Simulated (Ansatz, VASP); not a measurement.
## GaP in VASP and in Ansatz

```
Ga P
1.0
     0.00000    2.68842    2.68842
     2.68842    0.00000    2.68842
     2.68842    2.68842    0.00000
Ga P
1 1
Cartesian
  0.0000 0.0000 0.0000
  1.3442 1.3442 1.3442
```

Alike in both runs: task single point; functional r2SCAN; k mesh 6 × 6 × 6; no spin polarisation.

```csv
,VASP,Ansatz
version,VASP 6.6.1,Ansatz 0.2.0
potentials or method,"VASP PAW PBE potentials, release 64 (Ga_d, P), cutoff 520 eV","plane waves, PAW"
occupations,"fermi-dirac, width 0.1 eV",fermi-dirac
valence electrons in the cell,18,18
```

|  | VASP | Ansatz | Ansatz less VASP |
| --- | --- | --- | --- |
| pressure (GPa) | 4.0 | 4.0 | +0.03 |

VASP's potentials were made for PBE, not for r2SCAN.
